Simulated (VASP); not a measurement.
Wanted: the native input for a VASP 6.6.1 run.

| Property | Result |
| --- | --- |
| Task | single point |
| Functional | PBE |
| Potentials or basis | VASP PAW PBE potentials, release 64 (Sn_d, Te) |
| Cutoff | 520 eV |
| k mesh | 6 × 6 × 2 |
| Occupations | gaussian, width 0.2 eV |
| Spin | no spin polarisation |
| Dipole correction | no |
| Further INCAR settings | ALGO = Fast; EDIFF = 1e-06; NBANDS = 61 |

The structure of Sn2Te lies in POSCAR:

```
Sn2Te
1.0
    4.5212822207      0.0000000000      0.0000000000
   -2.2606411103      3.9155452608      0.0000000000
    0.0000000000      0.0000000000     16.1096149548
Sn Te
6 3
Direct
    0.3333333333      0.6666666667      0.4555392670
    0.6666666667      0.3333333333      0.5444607330
    0.0000000000      0.0000000000      0.3434381988
    0.0000000000      0.0000000000      0.6565618012
    0.6666666667      0.3333333333      0.8853345698
    0.3333333333      0.6666666667      0.1146654302
    0.3333333333      0.6666666667      0.7706277143
    0.6666666667      0.3333333333      0.2293722857
    0.0000000000      0.0000000000      1.0000000000
```

These files were run (other wordings do the same):

INCAR

```
PREC     = Accurate       # precision mode
ENCUT    = 520            # plane-wave cutoff, eV
EDIFF    = 1E-6           # SCF threshold, eV
ISMEAR   = 0              # smearing method
SIGMA    = 0.2            # smearing width, eV
LREAL    = F              # projectors in reciprocal space
LASPH    = T              # aspherical terms in the spheres
NELM     = 60             # most SCF steps
ALGO     = Fast           # electronic algorithm
ISIF     = 2              # what is computed and relaxed
LWAVE    = F              # write WAVECAR
LCHARG   = F              # write CHGCAR
GGA      = PE             # functional
NBANDS   = 61             # bands
```

KPOINTS

```
regular mesh
0
Gamma
  6 6 2
```

Potentials or basis: VASP PAW PBE potentials, release 64 (Sn_d, Te).

The run is started by

```bash
$ cat potpaw_PBE.64/Sn_d/POTCAR potpaw_PBE.64/Te/POTCAR > POTCAR
$ mpirun -np 1 vasp_std > vasp.out
```

Results of the run:

* Pressure: 0.0 GPa
* Largest force: 0.023 eV/Å
* Band gap on the k mesh: zero (bands 51 and 52 overlap by 0.28 eV)

Caveat: semilocal functionals underestimate gaps, and a narrow one can read as zero; spin-orbit coupling is left out, which moves the levels of the heavy elements.

Run time: 3.2 min on 1 thread of Intel(R) Xeon(R) 6975P-C (Granite Rapids), with other jobs on the host, peak memory 0.48 GiB.
